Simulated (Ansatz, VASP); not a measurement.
One calculation of Sb, two programs

File INCAR:

```
SYSTEM = Sb
PREC = Accurate ; ENCUT = 520
EDIFF = 1E-7 ; ISMEAR = -1
SIGMA = 0.1 ; LREAL = .False.
LASPH = .True. ; NELM = 80
ALGO = Normal ; ISIF = 2
LWAVE = .False. ; LCHARG = .False.
GGA = RP ; NBANDS = 8
```

Contents of KPOINTS:

```
Automatic mesh
0
Gamma
  11 11 11
  0 0 0
```

File POSCAR:

```
Sb
1.0
    3.1710637744      0.0000000000      0.0000000000
    0.0000000000      3.1710637744      0.0000000000
    0.0000000000      0.0000000000      3.1710637744
Sb
1
Direct
    0.0000000000      0.0000000000      0.0000000000
```

Input for Ansatz:

```yaml
crystal:
  lattice:
    - [3.1710637744, 0.0, 0.0]
    - [0.0, 3.1710637744, 0.0]
    - [0.0, 0.0, 3.1710637744]
  atoms:
    - { symbol: Sb, position: [0.0, 0.0, 0.0] }
hamiltonian:
  xc: rpbe
  pseudopotentials:
    kind: paw
    azcp:
      Sb: "pseudopotentials/Sb.paw.azcp"
basis:
  ecutwfc: 420
  fft_grid_basis: typed
kpoints:
  mp_grid: { grid: [11, 11, 11], shift: [0, 0, 0] }
magnetization:
  spin_polarized: false
scf:
  occupations: { method: fermi_dirac, width: 0.1 }
  lower_state_search: "off"
output:
  stress: true
```

Alike in both runs: task single point; functional RPBE; k mesh 11 × 11 × 11; occupations fermi-dirac, width 0.1 eV; no spin polarisation.

```csv
,VASP,Ansatz
version,VASP 6.6.1,Ansatz 0.2.0
potentials or method,"VASP PAW PBE potentials, release 64 (Sb), cutoff 520 eV","plane waves (420 eV) with PAW, scalar-relativistic"
valence electrons in the cell,5,15
```

```csv
,VASP,Ansatz,Ansatz less VASP
pressure (GPa),-1.4,-1.3,+0.09
```

VASP's potentials were made for PBE, not for RPBE. With one functional, cell and mesh, what is left measures potentials, basis and numerics. VASP's potentials hold 5 valence electrons a cell and Ansatz's 15, so a difference there can come from the potentials and not from the codes.

Spin-orbit coupling is off throughout.
